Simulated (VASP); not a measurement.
# Zn (C2/c) in VASP: notebook, part 2 of 2

VASP 6.6.1. The steps go on from the part before.

**3. Single point, BLYP (17.35 Å³/atom)**

This run uses another cell than the first one, of 17.35 Å³/atom.

The input, INCAR:

```
SYSTEM = Zn
  PREC = Accurate
  ENCUT = 520
  EDIFF = 1E-7
  ISMEAR = -1
  SIGMA = 0.1
  LREAL = .FALSE.
  LASPH = .TRUE.
  NELM = 80
  ALGO = Normal
  ISIF = 2
  LWAVE = .FALSE.
  LCHARG = .TRUE.
  GGA = B5
  ALDAX = 1.0
  AGGAX = 1.0
  AGGAC = 1.0
  ALDAC = 0.0
  LELF = .TRUE.
  LVHAR = .TRUE.
  NBANDS = 19
```

The input, KPOINTS:

```
regular mesh
0
G
  17 17 9
  0 0 0
```

The input, POSCAR:

```
Zn
1.0
   -2.7422888675      2.4333053425      1.2636256656
    2.4333053425     -2.7422888675      1.2636256656
    2.8773381896      2.8773381896     -1.8295295574
Zn
2
Direct
    0.9856353095      0.0143646905      1.0000000000
    0.7643646905      0.2356353095      0.5000000000
```

Potentials or basis: VASP PAW PBE potentials, release 64 (Zn).

On the command line:

```sh
> cat potpaw_PBE.64/Zn/POTCAR > POTCAR
> mpirun -np 1 vasp_std > vasp.out
```

OUTCAR:

```text
SYSTEM = Zn
   PREC = Accurate
   ENCUT = 520
   EDIFF = 1E-7
   ISMEAR = -1
   LREAL = .FALSE.
   LASPH = .TRUE.
   NELM = 80
   ISIF = 2
   GGA = B5

 ion  position               nearest neighbor table
   1  0.986  0.014  0.000-   2 2.75   2 2.75   2 2.76   2 2.76   2 2.79   2 2.79
   2  0.764  0.236  0.500-   1 2.75   1 2.75   1 2.76   1 2.76   1 2.79   1 2.79

  Warning from LATTYP: Got some problem with cell dimensions!
  Tried to take original basis but could not verify dimensions!
  LATTYP: Found a base centered monoclinic cell.
 ALAT       =     2.5647496814
 B/A-ratio  =     2.8538440137
 C/A-ratio  =     1.4420934817
 COS(beta)  =    -0.0185704849

  Lattice vectors:

 A1 = (   2.7422888675,  -2.4333053425,  -1.2636256656)
 A2 = (  -2.4333053425,   2.7422888675,  -1.2636256656)
 A3 = (   2.5683546646,   2.5683546646,   0.6977217738)

Analysis of symmetry for initial positions (statically):
=====================================================================
 Subroutine PRICEL returns:
 Original cell was already a primitive cell.

 Routine SETGRP: Setting up the symmetry group for a
 base centered monoclinic supercell.

 Subroutine GETGRP returns: Found  4 space group operations
 (whereof  2 operations were pure point group operations)
 out of a pool of  4 trial point group operations.

The static configuration has the point symmetry C_2 .
 The point group associated with its full space group is C_2h.

Analysis of symmetry for dynamics (positions and initial velocities):
=====================================================================
 Subroutine PRICEL returns:
 Original cell was already a primitive cell.

 Routine SETGRP: Setting up the symmetry group for a
 base centered monoclinic supercell.

 Subroutine GETGRP returns: Found  4 space group operations
 (whereof  2 operations were pure point group operations)
 out of a pool of  4 trial point group operations.
[... 116 lines left out ...]
   EFERMI =   0.00;   METHOD = LEGACY
   ISMEAR =    -1;   SIGMA  =   0.10  broadening in eV -4-tet -1-fermi 0-gaus
   EFERMI_NEDOS =   21; number of points for ismear=-14 and -15
   IALGO  =     38    algorithm
   IMIX   =      4    mixing-type and parameters
     AMIX     =   0.40;   BMIX     =  1.00
     AMIX_MAG =   1.60;   BMIX_MAG =  1.00
  volume/ion in A,a.u.               =      17.35       117.12
  Fermi-wavevector in a.u.,A,eV,Ry     =   1.447640  2.735644 28.513220  2.095663
  Thomas-Fermi vector in A             =   2.565572
   LORBIT       =      0    0 simple, 1 ext, 2 COOP (PROOUT), +10 PAW based schemes
   GGA     = B5    functional components
   LHFCALC =     F    Hartree Fock is set to
   AEXX    =    0.0000 exact exchange contribution
   IVDW    =     0    specifies the selected vdW correction
   LEPSILON=     F    determine dielectric tensor
   LRPA    =     F    only Hartree local field effects (RPA)
 non-spin polarized calculation
  energy-cutoff  :      520.00
  volume of cell :       34.71
 maximum number of plane-waves:       949
 NGX is ok and might be reduce to    30
   NGX = 15   NGY = 15   NGZ = 17

 number of electron      23.9999999 magnetization

 Free energy of the ion-electron system (eV)
  ---------------------------------------------------
  ext. energy  EPLUGINS =         0.00000000
  ---------------------------------------------------
  free energy    TOTEN  =        -0.65576623 eV

  energy without entropy =       -0.63367509  energy(sigma->0) =       -0.64472066

 E-fermi :   2.4956     XC(G=0): -10.2484

 val. band max:        2.4891982467   @ k =   0.2941   0.2941  -0.0000
 cond. band min:       2.5090930844   @ k =  -0.2353   0.2941   0.1111
 fundamental gap:      0.0198948376
 Fermi energy:         2.4956439943

 k-point     1 :       0.0000    0.0000    0.0000
  band No.  band energies     occupation
      1      -6.7614      2.00000
      2      -5.5826      2.00000
      3      -5.4189      2.00000
      4      -5.3809      2.00000
      5      -5.3096      2.00000
      6      -4.6005      2.00000
[... 505 lines left out ...]
      6      -4.6509      2.00000
[... 11 lines left out ...]
     18      16.2032      0.00000
     19      18.3025      0.00000

 [... further k-points ...]

------------------------ aborting loop because EDIFF is reached ----------------------------------------

  FORCE on cell =-STRESS in cart. coord.  units (eV):
  Direction    XX          YY          ZZ          XY          YZ          ZX
  --------------------------------------------------------------------------------------
  -------------------------------------------------------------------------------------
  Total        0.6692879      0.6692879      1.3137043      0.1162912     -0.0600188     -0.0600188
  in kB       30.8936926     30.8936926     60.6393441      5.3678909     -2.7704099     -2.7704096
  external PRESSURE =      40.8089098 kB  Pullay stress =       0.0000000 kB

 VOLUME and BASIS-vectors are now :
 -----------------------------------------------------------------------------
  energy-cutoff  :      520.00
  volume of cell :       34.71
      direct lattice vectors                 reciprocal lattice vectors
    -2.742288868  2.433305343  1.263625666     0.039793231  0.233007760  0.429039644
     2.433305343 -2.742288868  1.263625666     0.233007760  0.039793231  0.429039644
     2.877338190  2.877338190 -1.829529557     0.188419112  0.188419112  0.046072506

 POSITION                                       TOTAL-FORCE (eV/Angst)
 -----------------------------------------------------------------------------------
     -2.66794      2.35896      1.26363        -0.000118      0.000118      0.000000
     -0.08407      2.65242      0.34886         0.000118     -0.000118     -0.000000
 -----------------------------------------------------------------------------------
    total drift:                               -0.000000      0.000000     -0.000000

  FREE ENERGIE OF THE ION-ELECTRON SYSTEM (eV)
  ---------------------------------------------------
  free  energy   TOTEN  =        -0.6557662346 eV

  energy  without entropy=       -0.6336750890  energy(sigma->0) =       -0.64472066
```

Run time: 3.9 min. Hardware: 1 thread of AMD EPYC 9R45 (Zen 5), shared host; peak memory 0.44 GiB.

Results:

| Quantity | Value |
| --- | --- |
| Free energy | -0.6558 eV |
| Pressure | 4.1 GPa |
| Band gap on the k mesh | zero (bands 12 and 13 overlap by 5.90 eV) |

Caveat: the cell stands under pressure; the PAW data sets were made with another functional, which shifts forces and pressure a little.
